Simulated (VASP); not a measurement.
# Si4O7 (a cell with a defect) in VASP: notebook, part 2 of 2

VASP 6.6.1.

### 3 Single point, PBEsol

INCAR

```
SYSTEM = Si4O7
  PREC = Accurate
  ENCUT = 520
  EDIFF = 1E-6
  ISMEAR = 0
  SIGMA = 0.05
  LREAL = .False.
  LASPH = .True.
  NELM = 120
  ALGO = Normal
  ISIF = 2
  LWAVE = .False.
  LCHARG = .False.
  GGA = PS
  NBANDS = 40
  GGA_COMPAT = .False.
```

KPOINTS

```
regular mesh
0
Gamma
  4 4 4
  0 0 0
```

POSCAR

```
Si4O7
1.0
    5.0280710683      0.0000000000      0.0000000000
    0.0000000000      5.0280710683      0.0000000000
    0.0000000000      0.0000000000      7.0088699743
Si O
4 7
Direct
    0.2980688188      0.2980688188      0.0000000000
    0.2019311812      0.7980688188      0.2500000000
    0.7019311812      0.7019311812      0.5000000000
    0.7980688188      0.2019311812      0.7500000000
    0.3980464015      0.7395636083      0.4283767439
    0.7604363917      0.8980464015      0.6783767439
    0.6019535985      0.2604363917      0.9283767439
    0.7395636083      0.3980464015      0.5716232561
    0.8980464015      0.7604363917      0.3216232561
    0.2295323393      0.3280916330      0.2296814952
    0.1019535985      0.2395636083      0.8216232561
```

Potentials or basis: VASP PAW PBE potentials, release 64 (Si, O).

The run is started by

```
cat potpaw_PBE.64/Si/POTCAR potpaw_PBE.64/O/POTCAR > POTCAR
mpirun -np 1 vasp_std > vasp.out
```

OUTCAR:

```text
SYSTEM = Si4O7
   PREC = Accurate
   ENCUT = 520
   EDIFF = 1E-6
   ISMEAR = 0
   LREAL = .False.
   LASPH = .True.
   NELM = 120
   ISIF = 2
   GGA = PS

 ion  position               nearest neighbor table
   1  0.298  0.298  0.000-  11 1.62   7 1.62  10 1.65   4 3.10   2 3.10   2 3.10   4 3.10
   2  0.202  0.798  0.250-   5 1.62   9 1.62  10 2.37   3 3.10   1 3.10   1 3.10   3 3.10
   3  0.702  0.702  0.500-   6 1.62   9 1.62   8 1.62   5 1.62   2 3.10   4 3.10   4 3.10   2 3.10

   4  0.798  0.202  0.750-   7 1.62   8 1.62   6 1.62  11 1.62   1 3.10   3 3.10   3 3.10   1 3.10

   5  0.398  0.740  0.428-   2 1.62   3 1.62
   6  0.760  0.898  0.678-   3 1.62   4 1.62
   7  0.602  0.260  0.928-   4 1.62   1 1.62
   8  0.740  0.398  0.572-   4 1.62   3 1.62
   9  0.898  0.760  0.322-   3 1.62   2 1.62
  10  0.230  0.328  0.230-   1 1.65   2 2.37
  11  0.102  0.240  0.822-   1 1.62   4 1.62

  LATTYP: Found a simple tetragonal cell.
 ALAT       =     5.0280710683
 C/A-ratio  =     1.3939480725

  Lattice vectors:

 A1 = (   5.0280710683,   0.0000000000,   0.0000000000)
 A2 = (   0.0000000000,   5.0280710683,   0.0000000000)
 A3 = (   0.0000000000,   0.0000000000,   7.0088699743)

Analysis of symmetry for initial positions (statically):
=====================================================================
 Subroutine PRICEL returns:
 Original cell was already a primitive cell.

 Routine SETGRP: Setting up the symmetry group for a
 simple tetragonal supercell.

 Subroutine GETGRP returns: Found  1 space group operations
 (whereof  1 operations were pure point group operations)
 out of a pool of 16 trial point group operations.

The static configuration has the point symmetry C_1 .

Analysis of symmetry for dynamics (positions and initial velocities):
=====================================================================
 Subroutine PRICEL returns:
 Original cell was already a primitive cell.

 Routine SETGRP: Setting up the symmetry group for a
 simple tetragonal supercell.

 Subroutine GETGRP returns: Found  1 space group operations
 (whereof  1 operations were pure point group operations)
 out of a pool of 16 trial point group operations.

The dynamic configuration has the point symmetry C_1 .

 Subroutine INISYM returns: Found  1 space group operations
 (whereof  1 operations are pure point group operations),
 and found     1 'primitive' translations

----------------------------------------------------------------------------------------

                                     Primitive cell

  volume of cell :     177.1947

  direct lattice vectors                    reciprocal lattice vectors
     5.028071068  0.000000000  0.000000000     0.198883426  0.000000000  0.000000000
     0.000000000  5.028071068  0.000000000     0.000000000  0.198883426  0.000000000
     0.000000000  0.000000000  7.008869974     0.000000000  0.000000000  0.142676352

  length of vectors
     5.028071068  5.028071068  7.008869974     0.198883426  0.198883426  0.142676352
[... 61 lines left out ...]
  0.250000  0.250000  0.000000      2.000000
[... 16 lines left out ...]
 -0.250000  0.500000  0.250000      2.000000
  0.500000 -0.250000  0.250000      2.000000
 [... further k-points ...]
   k-points           NKPTS =     36   k-points in BZ     NKDIM =     36   number of bands    NBANDS=     40
   number of dos      NEDOS =    301   number of ions     NIONS =     11
   total plane-waves  NPLWV =  86400
   dimension x,y,z NGX =    40 NGY =   40 NGZ =   54
   dimension x,y,z NGXF=    80 NGYF=   80 NGZF=  108
   ions per type =               4   7
   NGX,Y,Z   is equivalent  to a cutoff of  13.23, 13.23, 12.81 a.u.
   NGXF,Y,Z  is equivalent  to a cutoff of  26.45, 26.45, 25.62 a.u.
 SYSTEM =  Si4O7
   PREC   = accura    normal or accurate (medium, high low for compatibility)
   ISTART =      0    job   : 0-new  1-cont  2-samecut
   ICHARG =      2    charge: 1-file 2-atom 10-const
   ISPIN  =      1    spin polarized calculation?
   LNONCOLLINEAR =      F non collinear calculations
   LSORBIT =      F    spin-orbit coupling
   LASPH  =      T    aspherical Exc in radial PAW
   ENCUT  =  520.0 eV  38.22 Ry    6.18 a.u.   9.35  9.35 13.03*2*pi/ulx,y,z
   NELM   =    120;   NELMIN=  2; NELMDL= -5     # of ELM steps
   EDIFF  = 0.1E-05   stopping-criterion for ELM
   LREAL  =      F    real-space projection
   EDIFFG = 0.1E-04   stopping-criterion for IOM
   NSW    =      0    number of steps for IOM
   IBRION =     -1    ionic relax: 0-MD 1-quasi-New 2-CG
   NFREE  =      0    steps in history (QN), initial steepest desc. (CG)
   ISIF   =      2    stress and relaxation
   ISYM   =      2    0-nonsym 1-usesym 2-fastsym
   POTIM  = 0.5000    time-step for ionic-motion
   TEBEG  =    0.0;   TEEND  =   0.0 temperature during run
   PSTRESS=    0.0 pullay stress
   NELECT =      58.0000    total number of electrons
   NUPDOWN=      -1.0000    fix difference up-down
   EMIN   =  10.00;   EMAX   =-10.00  energy-range for DOS
   EFERMI =   0.00;   METHOD = LEGACY
   ISMEAR =     0;   SIGMA  =   0.05  broadening in eV -4-tet -1-fermi 0-gaus
   EFERMI_NEDOS =   21; number of points for ismear=-14 and -15
   IALGO  =     38    algorithm
   IMIX   =      4    mixing-type and parameters
     AMIX     =   0.40;   BMIX     =  1.00
     AMIX_MAG =   1.60;   BMIX_MAG =  1.00
  volume/ion in A,a.u.               =      16.11       108.71
  Fermi-wavevector in a.u.,A,eV,Ry     =   1.128238  2.132060 17.319128  1.272920
  Thomas-Fermi vector in A             =   2.264927
   LORBIT       =      0    0 simple, 1 ext, 2 COOP (PROOUT), +10 PAW based schemes
   GGA     = PS    functional components
   LHFCALC =     F    Hartree Fock is set to
   AEXX    =    0.0000 exact exchange contribution
   IVDW    =     0    specifies the selected vdW correction
   LEPSILON=     F    determine dielectric tensor
   LRPA    =     F    only Hartree local field effects (RPA)
 non-spin polarized calculation
 Gauss-broadening in eV      SIGMA  =   0.05
  energy-cutoff  :      520.00
  volume of cell :      177.19
 maximum number of plane-waves:      4815
 NGX is ok and might be reduce to    40
   NGX = 19   NGY = 19   NGZ = 27

 number of electron      58.0000003 magnetization

 Free energy of the ion-electron system (eV)
  ---------------------------------------------------
  ext. energy  EPLUGINS =         0.00000000
  ---------------------------------------------------
  free energy    TOTEN  =       -84.90775994 eV

  energy without entropy =      -84.90775994  energy(sigma->0) =      -84.90775994

 E-fermi :   2.6101     XC(G=0):  -8.3172

 val. band max:        2.3069537997   @ k =   0.5000   0.5000   0.5000
 cond. band min:       3.6052332124   @ k =   0.0000   0.5000   0.5000
 fundamental gap:      1.2982794127
 Fermi energy:         2.6100998517

 k-point     1 :       0.0000    0.0000    0.0000
  band No.  band energies     occupation
      1     -19.9062      2.00000
      2     -19.0386      2.00000
      3     -18.4043      2.00000
      4     -18.1731      2.00000
      5     -17.7944      2.00000
      6     -17.4018      2.00000
[... 1021 lines left out ...]
     39       9.5339      0.00000
     40      10.1939      0.00000

 [... further k-points ...]

------------------------ aborting loop because EDIFF is reached ----------------------------------------

  FORCE on cell =-STRESS in cart. coord.  units (eV):
  Direction    XX          YY          ZZ          XY          YZ          ZX
  --------------------------------------------------------------------------------------
  -------------------------------------------------------------------------------------
  Total        1.5130049     -3.8946586     -4.5434445      0.1902815      0.3697139      1.0165595
  in kB       13.6804410    -35.2151184    -41.0813773      1.7205068      3.3429170      9.1916305
  external PRESSURE =     -20.8720182 kB  Pullay stress =       0.0000000 kB

 VOLUME and BASIS-vectors are now :
 -----------------------------------------------------------------------------
  energy-cutoff  :      520.00
  volume of cell :      177.19
      direct lattice vectors                 reciprocal lattice vectors
     5.028071068  0.000000000  0.000000000     0.198883426  0.000000000  0.000000000
     0.000000000  5.028071068  0.000000000     0.000000000  0.198883426  0.000000000
     0.000000000  0.000000000  7.008869974     0.000000000  0.000000000  0.142676352

 POSITION                                       TOTAL-FORCE (eV/Angst)
 -----------------------------------------------------------------------------------
      1.49871      1.49871      0.00000        -0.397198     -0.859437      3.199379
      1.01532      4.01275      1.75222         0.566106     -0.963880     -1.928272
      3.52936      3.52936      3.50443        -0.287435     -0.056634     -0.532045
      4.01275      1.01532      5.25665        -0.398097     -0.175661     -1.101244
      2.00141      3.71858      3.00244         0.408014      0.549857      1.031641
      3.82353      4.51544      4.75465         0.147437      0.297250      0.474408
      3.02667      1.30949      6.50687        -0.662826      0.426044      0.462546
      3.71858      2.00141      4.00643         0.094125     -0.213214      0.497957
      4.51544      3.82353      2.25422        -0.499157      0.400915      0.382349
      1.15410      1.64967      1.60981         0.364840      0.114196     -3.091928
      0.51263      1.20454      5.75865         0.664192      0.480565      0.605208
 -----------------------------------------------------------------------------------
    total drift:                               -0.000094      0.000642     -0.000269

  FREE ENERGIE OF THE ION-ELECTRON SYSTEM (eV)
  ---------------------------------------------------
  free  energy   TOTEN  =       -84.9077599372 eV

  energy  without entropy=      -84.9077599372  energy(sigma->0) =      -84.90775994
```

Wall time 8.8 min (1 thread of Oxide Virtual Turin-like, shared host); peak memory 0.33 GiB.

Results:

```
Free energy            : -84.9078 eV
Pressure               : -2.1 GPa
Largest force          : 3.337 eV/Å
Band gap on the k mesh : 1.30 eV
```

Forces in eV/Å, atoms in the order of the input:
```
Si  -0.397 -0.859  3.199
Si   0.566 -0.964 -1.928
Si  -0.287 -0.057 -0.532
Si  -0.398 -0.176 -1.101
O    0.408  0.550  1.032
O    0.147  0.297  0.474
O   -0.663  0.426  0.463
O    0.094 -0.213  0.498
O   -0.499  0.401  0.382
O    0.365  0.114 -3.092
O    0.664  0.481  0.605
```

Caveat: the cell differs from its parent crystal (atoms taken out, atom 10 moved 0.625 of the way to it and +0.675 Å across, host rigid); the PAW data sets were made with another functional, which shifts forces and pressure a little.

### 4 Single point, PBEsol

INCAR

```
SYSTEM = Si4O7
PREC = Accurate ; ENCUT = 520
EDIFF = 1E-6 ; ISMEAR = 0
SIGMA = 0.05 ; LREAL = .FALSE.
LASPH = .TRUE. ; NELM = 120
ALGO = Normal ; ISIF = 2
LWAVE = .FALSE. ; LCHARG = .FALSE.
GGA = PS ; NBANDS = 40
GGA_COMPAT = .FALSE.
```

KPOINTS

```
regular mesh
0
G
  4 4 4
  0 0 0
```

Changes to POSCAR since step 3:

```diff
@@ -17,3 +17,3 @@
     0.8980464015      0.7604363917      0.3216232561
-    0.2295323393      0.3280916330      0.2296814952
+    0.2447818042      0.2269535985      0.1516883720
     0.1019535985      0.2395636083      0.8216232561
```

The run is started by

```
cat potpaw_PBE.64/Si/POTCAR potpaw_PBE.64/O/POTCAR > POTCAR
mpirun -np 1 vasp_std > vasp.out
```

Run time: 7.9 min. Hardware: 1 thread of Oxide Virtual Turin-like, shared host; peak memory 0.34 GiB.

It converged, with:

- Free energy: -76.9748 eV
- Pressure: 19.9 GPa
- Largest force: 57.782 eV/Å
- Band gap on the k mesh: 1.73 eV

Forces on the atoms (eV/Å):
```
Si   12.809  17.500 -50.563
Si    0.644  -0.571  -2.607
Si   -0.062  -0.108   0.318
Si    0.015   0.095  -0.082
O    -0.038   0.359   0.709
O     0.041   0.040   0.068
O     0.225   0.444  -0.423
O    -0.032   0.063  -0.096
O    -0.233   0.404   0.258
O   -13.466 -18.664  53.001
O     0.096   0.436  -0.583
```

Stress tensor (GPa, compression positive):
```
  5.44   4.53 -12.77
  4.53   2.53 -17.93
-12.77 -17.93  51.79
```

Levels at points of the mesh, in eV from the valence-band top:
```
           k point  band 25  band 26  band 27  band 28  band 29  band 30  band 31  band 32  band 33  band 34
(0.00, 0.00, 0.00)    -3.66    -3.20    -3.10    -2.93    -1.47     3.19     3.95     4.79     5.58     5.88
(0.50, 0.00, 0.00)    -3.75    -3.70    -3.24    -3.07    -1.26     3.34     4.11     4.74     5.98     6.26
(0.00, 0.50, 0.00)    -3.70    -3.51    -3.23    -3.01    -0.05     1.78     4.51     4.89     5.30     5.78
(0.50, 0.50, 0.00)    -3.75    -3.56    -3.40    -3.31    -0.05     1.93     4.59     4.89     5.79     6.35
(0.00, 0.00, 0.50)    -3.57    -3.23    -3.10    -3.02    -1.23     2.62     4.35     4.78     5.69     5.94
(0.50, 0.00, 0.50)    -3.73    -3.63    -3.30    -3.07    -1.37     3.34     4.67     4.83     5.22     5.80
(0.00, 0.50, 0.50)    -3.69    -3.65    -3.22    -2.91    -0.04     1.73     4.52     4.86     5.38     6.12
(0.50, 0.50, 0.50)    -3.74    -3.51    -3.40    -3.37     0.00     1.92     4.69     4.80     5.51     6.66
```

Caveat: the cell differs from its parent crystal (atoms taken out, atom 10 moved 0.750 of the way to it and +0.000 Å across, host rigid); atoms lie so close that the PAW spheres overlap strongly, which falsifies energies and pressures; the PAW data sets were made with another functional, which shifts forces and pressure a little.

### 5 Overview

```csv
cell,gap on the mesh (eV),pressure (GPa),largest force (eV/Å)
"as given, atomic positions A",2.74,4.4,15.79
"as given, atomic positions B",1.30,-2.1,3.34
"as given, atomic positions C",1.73,19.9,57.78
```

Alike in all rows: task single point; level PBEsol; potentials or basis VASP PAW PBE potentials, release 64 (Si, O); no spin polarisation; k mesh 4 × 4 × 4; cutoff (eV) 520; smearing gaussian 0.05 eV.

Caveats: the PAW data sets were made with another functional, which shifts forces and pressure a little; atoms lie so close that the PAW spheres overlap strongly, which falsifies energies and pressures (at least some runs).

Absolute energies hang on the potentials; compare differences alone.
